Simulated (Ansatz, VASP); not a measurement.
# Be16H: VASP beside Ansatz

```xyz
17
Lattice="-2.2900 -3.9664 0.0000 3.4350 -1.9832 0.0000 0.0000 0.0000 7.1769" Properties=species:S:1:pos:R:3 pbc="T T T"
Be    0.0131   -3.9312    0.0013
Be   -0.0272   -2.6248    1.8072
Be    0.0087   -3.8982    3.6314
Be   -0.0272   -2.6121    5.4170
Be   -1.1247   -1.9813   -0.0086
Be    2.2874   -2.6741    1.7649
Be   -1.1341   -1.9827    3.6010
Be    2.2722   -2.6584    5.3752
Be    1.1322   -2.0025    0.0015
Be    1.1376   -0.6484    1.7721
Be    1.0986   -2.0040    3.6281
Be    1.1715   -0.6726    5.3972
Be   -0.0165    0.0142   -0.0166
Be    1.1703   -4.5918    1.7691
Be    0.0455   -0.0184    3.6184
Be    1.1609   -4.5980    5.3788
H     2.3523   -1.3871    2.5800
```

Alike in both runs: functional PBEsol; k mesh 2 × 3 × 2; occupations fermi-dirac, width 0.1 eV; no spin polarisation.

Ansatz relaxed the structure, and its values are those at the end. VASP's run is a single point on that final structure, the one shown.

|  | VASP | Ansatz |
| --- | --- | --- |
| version | VASP 6.6.1 | Ansatz 0.2.0 |
| potentials or method | VASP PAW PBE potentials, release 64 (Be, H), cutoff 520 eV | scalar-relativistic, plane waves, PAW |
| valence electrons in the cell | 33 | 33 |

|  | VASP | Ansatz | Ansatz less VASP |
| --- | --- | --- | --- |
| rms of the force components (eV/Å) | 0.022 | 0.022 | -0.0006 |

VASP's potentials were made for PBE, not for PBEsol.

The k mesh is coarse, so the values compare programs but aren't converged.
